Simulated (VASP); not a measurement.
# Na (P6_3/mmc) in VASP: further runs

The runs below take Na through single point, with PBE.

Everything below comes from runs of VASP 6.6.1. Logs are shortened: lines on timing, memory, paths and dates and some standing lists are left out, and cuts for length are marked.

## (1) The cell of the first run

It takes space group P6_3/mmc (No. 194, hexagonal). The conventional cell has a = 3.152 Å, b = 3.152 Å, c = 5.170 Å, α = 90.00°, β = 90.00°, γ = 120.00°. Na (site symmetry -6m2) has 12 Na at 3.15 to 3.16 Å within 4.1 Å.

This isn't the form of Na at room conditions, which is bcc.

## (2) Single point, PBE

Contents of INCAR:

```
SYSTEM = Na
PREC = Accurate
ENCUT = 520
EDIFF = 1E-6
ISMEAR = -1
SIGMA = 0.05
LREAL = .False.
LASPH = .True.
NELM = 60
ALGO = Normal
ISIF = 2
LWAVE = .False.
LCHARG = .False.
GGA = PE
NBANDS = 14
```

Contents of KPOINTS:

```
Automatic mesh
0
Gamma
  12 12 6
  0 0 0
```

Contents of POSCAR:

```
Na
1.0
    3.1522829930      0.0000000000      0.0000000000
   -1.5761414965      2.7299571519      0.0000000000
    0.0000000000      0.0000000000      5.1704846812
Na
2
Direct
    0.3333333333      0.6666666667      0.2500000000
    0.6666666667      0.3333333333      0.7500000000
```

Potentials or basis: VASP PAW PBE potentials, release 64 (Na_pv).

Run with:

```bash
> cat potpaw_PBE.64/Na_pv/POTCAR > POTCAR
> mpirun -np 1 vasp_std > vasp.out
```

OUTCAR:

```text
SYSTEM = Na
   PREC = Accurate
   ENCUT = 520
   EDIFF = 1E-6
   ISMEAR = -1
   LREAL = .False.
   LASPH = .True.
   NELM = 60
   ISIF = 2
   GGA = PE

 ion  position               nearest neighbor table
   1  0.333  0.667  0.250-
   2  0.667  0.333  0.750-

  LATTYP: Found a hexagonal cell.
 ALAT       =     3.1522829930
 C/A-ratio  =     1.6402349322

  Lattice vectors:

 A1 = (   3.1522829930,   0.0000000000,   0.0000000000)
 A2 = (  -1.5761414965,   2.7299571519,   0.0000000000)
 A3 = (   0.0000000000,   0.0000000000,   5.1704846812)

Analysis of symmetry for initial positions (statically):
=====================================================================
 Subroutine PRICEL returns:
 Original cell was already a primitive cell.

 Routine SETGRP: Setting up the symmetry group for a
 hexagonal supercell.

 Subroutine GETGRP returns: Found 24 space group operations
 (whereof 12 operations were pure point group operations)
 out of a pool of 24 trial point group operations.

The static configuration has the point symmetry D_3d.
 The point group associated with its full space group is D_6h.

Analysis of symmetry for dynamics (positions and initial velocities):
=====================================================================
 Subroutine PRICEL returns:
 Original cell was already a primitive cell.

 Routine SETGRP: Setting up the symmetry group for a
 hexagonal supercell.

 Subroutine GETGRP returns: Found 24 space group operations
 (whereof 12 operations were pure point group operations)
 out of a pool of 24 trial point group operations.

The dynamic configuration has the point symmetry D_3d.
 The point group associated with its full space group is D_6h.

 Subroutine INISYM returns: Found 24 space group operations
 (whereof 12 operations are pure point group operations),
 and found     1 'primitive' translations

----------------------------------------------------------------------------------------

                                     Primitive cell

  volume of cell :      44.4951

  direct lattice vectors                    reciprocal lattice vectors
     3.152282993  0.000000000  0.000000000     0.317230402  0.183153058  0.000000000
    -1.576141497  2.729957152  0.000000000     0.000000000  0.366306116  0.000000000
     0.000000000  0.000000000  5.170484681     0.000000000  0.000000000  0.193405466

  length of vectors
     3.152282993  3.152282993  5.170484681     0.366306116  0.366306116  0.193405466

  position of ions in fractional coordinates (direct lattice)
     0.333333333  0.666666667  0.250000000
     0.666666667  0.333333333  0.750000000

  ion indices of the primitive-cell ions
   primitive index   ion index
                 1           1
                 2           2

----------------------------------------------------------------------------------------

 KPOINTS: Automatic mesh

Automatic generation of k-mesh.
 Grid dimensions read from file:
 generate k-points for:   12   12    6

 Generating k-lattice:

  Cartesian coordinates                     Fractional coordinates (reciprocal lattice)
     0.026435867  0.015262755  0.000000000     0.083333333  0.000000000  0.000000000
     0.000000000  0.030525510  0.000000000     0.000000000  0.083333333  0.000000000
     0.000000000  0.000000000  0.032234244     0.000000000  0.000000000  0.166666667

  Length of vectors
     0.030525510  0.030525510  0.032234244

  Shift w.r.t. Gamma in fractional coordinates (k-lattice)
     0.000000000  0.000000000  0.000000000

 Subroutine IBZKPT returns following result:
 ===========================================

 Found     76 irreducible k-points:

 Following reciprocal coordinates:
            Coordinates               Weight
  0.000000  0.000000  0.000000      1.000000
  0.083333  0.000000  0.000000      6.000000
  0.166667  0.000000  0.000000      6.000000
  0.250000  0.000000  0.000000      6.000000
  0.333333 -0.000000  0.000000      6.000000
  0.416667  0.000000  0.000000      6.000000
[... 16 lines left out ...]
  0.250000  0.000000  0.166667     12.000000
  0.333333 -0.000000  0.166667     12.000000
 [... further k-points ...]
   k-points           NKPTS =     76   k-points in BZ     NKDIM =     76   number of bands    NBANDS=     14
   number of dos      NEDOS =    301   number of ions     NIONS =      2
   total plane-waves  NPLWV =  23040
   dimension x,y,z NGX =    24 NGY =   24 NGZ =   40
   dimension x,y,z NGXF=    48 NGYF=   48 NGZF=   80
   ions per type =               2
   NGX,Y,Z   is equivalent  to a cutoff of  12.66, 12.66, 12.86 a.u.
   NGXF,Y,Z  is equivalent  to a cutoff of  25.31, 25.31, 25.72 a.u.
 SYSTEM =  Na
   PREC   = accura    normal or accurate (medium, high low for compatibility)
   ISTART =      0    job   : 0-new  1-cont  2-samecut
   ICHARG =      2    charge: 1-file 2-atom 10-const
   ISPIN  =      1    spin polarized calculation?
   LNONCOLLINEAR =      F non collinear calculations
   LSORBIT =      F    spin-orbit coupling
   LASPH  =      T    aspherical Exc in radial PAW
   ENCUT  =  520.0 eV  38.22 Ry    6.18 a.u.   5.86  5.86  9.61*2*pi/ulx,y,z
   NELM   =     60;   NELMIN=  2; NELMDL= -5     # of ELM steps
   EDIFF  = 0.1E-05   stopping-criterion for ELM
   LREAL  =      F    real-space projection
   EDIFFG = 0.1E-04   stopping-criterion for IOM
   NSW    =      0    number of steps for IOM
   IBRION =     -1    ionic relax: 0-MD 1-quasi-New 2-CG
   NFREE  =      0    steps in history (QN), initial steepest desc. (CG)
   ISIF   =      2    stress and relaxation
   ISYM   =      2    0-nonsym 1-usesym 2-fastsym
   POTIM  = 0.5000    time-step for ionic-motion
   TEBEG  =    0.0;   TEEND  =   0.0 temperature during run
   PSTRESS=    0.0 pullay stress
   NELECT =      14.0000    total number of electrons
   NUPDOWN=      -1.0000    fix difference up-down
   EMIN   =  10.00;   EMAX   =-10.00  energy-range for DOS
   EFERMI =   0.00;   METHOD = LEGACY
   ISMEAR =    -1;   SIGMA  =   0.05  broadening in eV -4-tet -1-fermi 0-gaus
   EFERMI_NEDOS =   21; number of points for ismear=-14 and -15
   IALGO  =     38    algorithm
   IMIX   =      4    mixing-type and parameters
     AMIX     =   0.40;   BMIX     =  1.00
     AMIX_MAG =   1.60;   BMIX_MAG =  1.00
  volume/ion in A,a.u.               =      22.25       150.13
  Fermi-wavevector in a.u.,A,eV,Ry     =   1.113474  2.104161 16.868834  1.239824
  Thomas-Fermi vector in A             =   2.250059
   LORBIT       =      0    0 simple, 1 ext, 2 COOP (PROOUT), +10 PAW based schemes
   GGA     = PE    functional components
   LHFCALC =     F    Hartree Fock is set to
   AEXX    =    0.0000 exact exchange contribution
   IVDW    =     0    specifies the selected vdW correction
   LEPSILON=     F    determine dielectric tensor
   LRPA    =     F    only Hartree local field effects (RPA)
 non-spin polarized calculation
  energy-cutoff  :      520.00
  volume of cell :       44.50
 maximum number of plane-waves:      1210
 NGX is ok and might be reduce to    24
   NGX = 11   NGY = 11   NGZ = 19

 number of electron      14.0000022 magnetization

 Free energy of the ion-electron system (eV)
  ---------------------------------------------------
  ext. energy  EPLUGINS =         0.00000000
  ---------------------------------------------------
  free energy    TOTEN  =        -2.00035413 eV

  energy without entropy =       -1.99369981  energy(sigma->0) =       -1.99702697

 E-fermi :   2.2464     XC(G=0):  -8.0094

 val. band max:        2.2323849375   @ k =   0.4167   0.0833   0.1667
 cond. band min:       2.2860289657   @ k =   0.3333   0.1667   0.3333
 fundamental gap:      0.0536440282
 Fermi energy:         2.2463784265

 k-point     1 :       0.0000    0.0000    0.0000
  band No.  band energies     occupation
      1     -22.6250      2.00000
      2     -22.4568      2.00000
      3     -22.4568      2.00000
      4     -22.4337      2.00000
      5     -22.4337      2.00000
      6     -22.4337      2.00000
      7      -2.2282      2.00000
      8       2.9245      0.00000
      9       3.8109      0.00000
     10      15.4979      0.00000
     11      15.4979      0.00000
     12      15.9964      0.00000
     13      16.6302      0.00000
     14      16.6302      0.00000

 k-point     2 :       0.0833    0.0000    0.0000
  band No.  band energies     occupation
      1     -22.6204      2.00000
      2     -22.4666      2.00000
      3     -22.4598      2.00000
      4     -22.4440      2.00000
      5     -22.4352      2.00000
      6     -22.4351      2.00000
      7      -2.0787      2.00000
      8       3.0404      0.00000
      9       3.9508      0.00000
     10      13.4192      0.00000
     11      14.8806      0.00000
     12      15.3727      0.00000
     13      17.0642      0.00000
     14      17.3301      0.00000

 k-point     3 :       0.1667    0.0000    0.0000
  band No.  band energies     occupation
      1     -22.6073      2.00000
      2     -22.4939      2.00000
      3     -22.4716      2.00000
      4     -22.4679      2.00000
      5     -22.4395      2.00000
      6     -22.4392      2.00000
      7      -1.6347      2.00000
      8       3.3896      0.00000
      9       4.3577      0.00000
     10      11.0042      0.00000
     11      13.8155      0.00000
     12      14.0640      0.00000
     13      15.2558      0.00000
     14      17.2983      0.00000

 k-point     4 :       0.2500    0.0000    0.0000
  band No.  band energies     occupation
      1     -22.5879      2.00000
      2     -22.5319      2.00000
      3     -22.5078      2.00000
      4     -22.4785      2.00000
      5     -22.4469      2.00000
      6     -22.4452      2.00000
      7      -0.9090      2.00000
      8       3.9757      0.00000
      9       4.9788      0.00000
     10       8.7734      0.00000
     11      12.3664      0.00000
     12      12.8834      0.00000
     13      13.3966      0.00000
     14      16.7431      0.00000

 k-point     5 :       0.3333   -0.0000    0.0000
  band No.  band energies     occupation
      1     -22.5706      2.00000
      2     -22.5654      2.00000
      3     -22.5427      2.00000
      4     -22.4889      2.00000
      5     -22.4573      2.00000
      6     -22.4514      2.00000
      7       0.0796      2.00000
      8       4.8032      0.00000
      9       5.4784      0.00000
     10       7.0785      0.00000
     11      10.7526      0.00000
[... 276 lines left out ...]
 k-point    22 :       0.1667    0.0000    0.1667
  band No.  band energies     occupation
      1     -22.5982      2.00000
      2     -22.4912      2.00000
      3     -22.4792      2.00000
      4     -22.4660      2.00000
      5     -22.4443      2.00000
      6     -22.4412      2.00000
      7      -1.4713      2.00000
      8       2.2032      1.40708
      9       5.7742      0.00000
     10      11.1334      0.00000
     11      13.4645      0.00000
     12      14.1730      0.00000
     13      14.6603      0.00000
     14      16.4218      0.00000

 k-point    23 :       0.2500    0.0000    0.1667
  band No.  band energies     occupation
      1     -22.5851      2.00000
      2     -22.5264      2.00000
      3     -22.5130      2.00000
      4     -22.4763      2.00000
      5     -22.4503      2.00000
      6     -22.4474      2.00000
      7      -0.7495      2.00000
      8       2.8418      0.00001
      9       6.3038      0.00000
     10       8.9446      0.00000
     11      11.5445      0.00000
     12      13.4516      0.00000
     13      13.5068      0.00000
     14      16.0901      0.00000

 k-point    24 :       0.3333   -0.0000    0.1667
  band No.  band energies     occupation
      1     -22.5862      2.00000
      2     -22.5551      2.00000
      3     -22.5363      2.00000
      4     -22.4864      2.00000
      5     -22.4586      2.00000
      6     -22.4540      2.00000
      7       0.2343      2.00000
      8       3.7088      0.00000
      9       6.2527      0.00000
     10       7.7539      0.00000
     11       9.6521      0.00000
     12      12.0885      0.00000
     13      13.0237      0.00000
     14      15.5139      0.00000

 [... further k-points ...]

------------------------ aborting loop because EDIFF is reached ----------------------------------------

  FORCE on cell =-STRESS in cart. coord.  units (eV):
  Direction    XX          YY          ZZ          XY          YZ          ZX
  --------------------------------------------------------------------------------------
  -------------------------------------------------------------------------------------
  Total        2.7979184      2.7979184      2.8266772      0.0000000      0.0000000      0.0000000
  in kB      100.7472811    100.7472811    101.7828268      0.0000000      0.0000000      0.0000000
  external PRESSURE =     101.0924630 kB  Pullay stress =       0.0000000 kB

 VOLUME and BASIS-vectors are now :
 -----------------------------------------------------------------------------
  energy-cutoff  :      520.00
  volume of cell :       44.50
      direct lattice vectors                 reciprocal lattice vectors
     3.152282993  0.000000000  0.000000000     0.317230402  0.183153058  0.000000000
    -1.576141497  2.729957152  0.000000000     0.000000000  0.366306116  0.000000000
     0.000000000  0.000000000  5.170484681     0.000000000  0.000000000  0.193405466

 POSITION                                       TOTAL-FORCE (eV/Angst)
 -----------------------------------------------------------------------------------
     -0.00000      1.81997      1.29262        -0.000000      0.000000      0.000000
      1.57614      0.90999      3.87786         0.000000     -0.000000     -0.000000
 -----------------------------------------------------------------------------------
    total drift:                               -0.000000      0.000000      0.000000

  FREE ENERGIE OF THE ION-ELECTRON SYSTEM (eV)
  ---------------------------------------------------
  free  energy   TOTEN  =        -2.0003541266 eV

  energy  without entropy=       -1.9936998149  energy(sigma->0) =       -1.99702697
```

Wall time 32 s (1 thread of Intel Xeon 8259CL, shared host); peak memory 0.17 GiB.

What came out:

* Free energy: -2.0004 eV
* Pressure: 10.1 GPa
* Band gap on the k mesh: zero (bands 7 and 8 overlap by 5.80 eV)

Levels at points of the mesh, in eV from the Fermi level:
```csv
k point,band 3,band 4,band 5,band 6,band 7,band 8,band 9,band 10,band 11,band 12
"(0.00, 0.00, 0.00)",-24.70,-24.68,-24.68,-24.68,-4.47,0.68,1.56,13.25,13.25,13.75
"(0.50, 0.00, 0.00)",-24.78,-24.75,-24.72,-24.70,0.31,0.73,4.67,5.34,6.13,6.33
"(0.00, 0.00, 0.50)",-24.69,-24.69,-24.69,-24.69,-3.01,-3.01,7.44,7.44,13.91,13.91
"(0.50, 0.00, 0.50)",-24.73,-24.73,-24.72,-24.72,1.43,1.43,2.28,2.28,9.85,9.85
```

Caveat: the cell stands under pressure.

## (3) Single point, PBE (22.25 Å³/atom)

Contents of INCAR:

```
PREC = Accurate
ENCUT = 520
EDIFF = 1E-6
ISMEAR = -1
SIGMA = 0.05
LREAL = F
LASPH = T
NELM = 80
ALGO = Normal
ISIF = 2
LWAVE = F
LCHARG = F
GGA = PE
NBANDS = 14
```

Contents of KPOINTS:

```
regular mesh
0
Gamma
  12 12 6
```

POSCAR is that of step 2.

Potentials or basis: VASP PAW PBE potentials, release 64 (Na_pv).

Run with:

```bash
> cat potpaw_PBE.64/Na_pv/POTCAR > POTCAR
> mpirun -np 1 vasp_std > vasp.out
```

Run time: 29 s. Hardware: 1 thread of Intel Xeon 8259CL, shared host; peak memory 0.17 GiB.

It converged, with:

```yaml
Free_energy: -2.0004 eV
Pressure: 10.1 GPa
Band_gap_on_the_k_mesh: zero (bands 7 and 8 overlap by 5.80 eV)
```

Stress tensor (GPa, compression positive):
```
10.07  0.00  0.00
 0.00 10.07  0.00
 0.00  0.00 10.18
```

Levels at points of the mesh, in eV from the Fermi level:
| k point | band 4 | band 5 | band 6 | band 7 | band 8 | band 9 | band 10 | band 11 |
| --- | --- | --- | --- | --- | --- | --- | --- | --- |
| (0.00, 0.00, 0.00) | -24.68 | -24.68 | -24.68 | -4.47 | 0.68 | 1.56 | 13.25 | 13.25 |
| (0.50, 0.00, 0.00) | -24.75 | -24.72 | -24.70 | 0.31 | 0.73 | 4.67 | 5.34 | 6.13 |
| (0.00, 0.00, 0.50) | -24.69 | -24.69 | -24.69 | -3.01 | -3.01 | 7.44 | 7.44 | 13.91 |
| (0.50, 0.00, 0.50) | -24.73 | -24.72 | -24.72 | 1.43 | 1.43 | 2.28 | 2.28 | 9.85 |

Caveat: the cell stands under pressure.

## (4) Single point, PBE

This run uses another cell than the first one, of 25.96 Å³/atom.

Contents of INCAR:

```
SYSTEM = Na
  ALGO = Normal
  EDIFF = 1E-6
  ENCUT = 520
  GGA = PE
  ISIF = 2
  ISMEAR = -1
  LASPH = .True.
  LCHARG = .True.
  LELF = .True.
  LREAL = .False.
  LVHAR = .True.
  LWAVE = .False.
  NBANDS = 14
  NELM = 100
  PREC = Accurate
  SIGMA = 0.05
```

Contents of KPOINTS:

```
k-points
0
Gamma
  12 12 6
  0 0 0
```

Contents of POSCAR:

```
Na
1.0
    3.3184921562      0.0000000000      0.0000000000
   -1.6592460781      2.8738985096      0.0000000000
    0.0000000000      0.0000000000      5.4431067567
Na
2
Direct
    0.3333333333      0.6666666667      0.2500000000
    0.6666666667      0.3333333333      0.7500000000
```

Run with:

```bash
> cat potpaw_PBE.64/Na_pv/POTCAR > POTCAR
> mpirun -np 1 vasp_std > vasp.out
```

Run time: 51 s. Hardware: 1 thread of Intel Xeon 8259CL, shared host; peak memory 0.19 GiB.

The run converged. Its results:

| Quantity | Value |
| --- | --- |
| Free energy | -2.3493 eV |
| Pressure | 5.3 GPa |
| Band gap on the k mesh | zero (bands 7 and 8 overlap by 5.37 eV) |

Levels at points of the mesh, in eV from the Fermi level:
```csv
k point,band 5,band 6,band 7,band 8,band 9,band 10
"(0.00, 0.00, 0.00)",-24.67,-24.67,-4.05,0.64,1.38,12.23
"(0.50, 0.00, 0.00)",-24.69,-24.68,0.31,0.63,4.45,4.87
"(0.00, 0.00, 0.50)",-24.67,-24.67,-2.74,-2.74,6.82,6.82
"(0.50, 0.00, 0.50)",-24.69,-24.69,1.32,1.32,2.07,2.07
```

Caveat: the cell stands under pressure.
